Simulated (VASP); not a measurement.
Input of a VASP 6.6.1 run:

Contents of INCAR:

```
SYSTEM = Cd2HgTe3
  PREC = Accurate
  ENCUT = 520
  EDIFF = 1E-7
  ISMEAR = 0
  SIGMA = 0.1
  LREAL = .FALSE.
  LASPH = .TRUE.
  NELM = 100
  ALGO = Normal
  ISIF = 2
  LWAVE = .FALSE.
  LCHARG = .FALSE.
  GGA = PE
  NBANDS = 36
```

KPOINTS

```
Automatic mesh
0
G
  12 12 4
  0 0 0
```

Contents of POSCAR:

```
Cd2HgTe3
1.0
    4.6899815291      0.0000000000      0.0000000000
   -2.3449907646      4.0616431475      0.0000000000
    0.0000000000      0.0000000000     11.4734978480
Cd Hg Te
2 1 3
Direct
    0.0000000000      0.0000000000      0.0005619741
    0.6666666667      0.3333333333      0.3333646569
    0.3333333333      0.6666666667      0.6666611044
    0.0000000000      0.0000000000      0.7506825436
    0.3333333333      0.6666666667      0.4156450132
    0.6666666667      0.3333333333      0.0830847078
```

Potentials or basis: VASP PAW PBE potentials, release 64 (Cd, Hg, Te).

The run is started by

```bash
$ cat potpaw_PBE.64/Cd/POTCAR potpaw_PBE.64/Hg/POTCAR potpaw_PBE.64/Te/POTCAR > POTCAR
$ mpirun -np 1 vasp_std > vasp.out
```

(1) Estimate the pressure.

(2) Predict the band gap on the k mesh.

(3) Estimate the largest force.

Results:

(1) 0.1 GPa.

(2) zero (filled and empty bands touch).

(3) 0.003 eV/Å.

Caveat: semilocal functionals underestimate gaps, and a narrow one can read as zero; spin-orbit coupling is left out, which moves the levels of the heavy elements.
